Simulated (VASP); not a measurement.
Here is a VASP 6.6.1 calculation.

The input INCAR:

```
  ALGO = Normal
  EDIFF = 1E-6
  ENCUT = 520
  GGA = PS
  ISIF = 2
  ISMEAR = 0
  LASPH = T
  LCHARG = F
  LREAL = F
  LWAVE = F
  NBANDS = 16
  NELM = 80
  PREC = Accurate
  SIGMA = 0.1
```

The input KPOINTS:

```
k-points
0
Gamma
  6 6 6
```

The input POSCAR:

```
ZnSe
1.0
    0.0000000000      2.8324425407      2.8324425407
    2.8324425407      0.0000000000      2.8324425407
    2.8324425407      2.8324425407      0.0000000000
Zn Se
1 1
Direct
    0.0000000000      0.0000000000      0.0000000000
    0.7500000000      0.7500000000      0.7500000000
```

Potentials or basis: VASP PAW PBE potentials, release 64 (Zn, Se).

Launch:

```console
$ cat potpaw_PBE.64/Zn/POTCAR potpaw_PBE.64/Se/POTCAR > POTCAR
$ mpirun -np 1 vasp_std > vasp.out
```

Estimate the band gap on the k mesh.

1.17 eV, direct.

Estimate the pressure.

-0.8 GPa.

Caveat: the PAW data sets were made with another functional, which shifts forces and pressure a little. Expect the measured gap to be larger: semilocal functionals such as PBEsol lack the derivative discontinuity.
